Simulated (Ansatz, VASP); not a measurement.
CdSe: VASP beside Ansatz

```
Cd Se
1.0
     4.09429    0.00000    0.00000
     0.00000    4.09429    0.00000
     0.00000    0.00000    7.35630
Cd Se
2 2
Direct
  0.00000 0.50000 0.00000
  0.50000 0.00000 0.50000
  0.50000 0.50000 0.25000
  0.50000 0.50000 0.75000
```

Change from the starting cell: ordered vacancies on the anion sites of fluorite (P4_2/mmc, No. 131).

Alike in both runs: task relaxation of cell and atoms; functional PBE; k mesh 12 × 12 × 6; occupations gaussian, width 0.1 eV; no spin polarisation.

|  | VASP | Ansatz |
| --- | --- | --- |
| version | VASP 6.6.1 | Ansatz 0.2.0 |
| potentials or method | VASP PAW PBE potentials, release 64 (Cd, Se), cutoff 500 eV | scalar-relativistic, plane waves, PAW |
| valence electrons in the cell | 36 | 72 |

VASP gave:

- gap on the k mesh at the Fermi level, each at its own relaxed structure (eV): none
- relaxed volume (Å³/atom): 30.98
- relaxed length of the cell vector where the two differ most in proportion (Å): 7.372

Q: Estimate Ansatz's values.

A: gap on the k mesh at the Fermi level, each at its own relaxed structure (eV): none; relaxed volume (Å³/atom): 30.83; relaxed length of the cell vector where the two differ most in proportion (Å): 7.356.

A gap of «none» marks a metal or a gap that the smearing closes. VASP's potentials hold 36 valence electrons a cell and Ansatz's 72, so a difference there can come from the potentials and not from the codes.
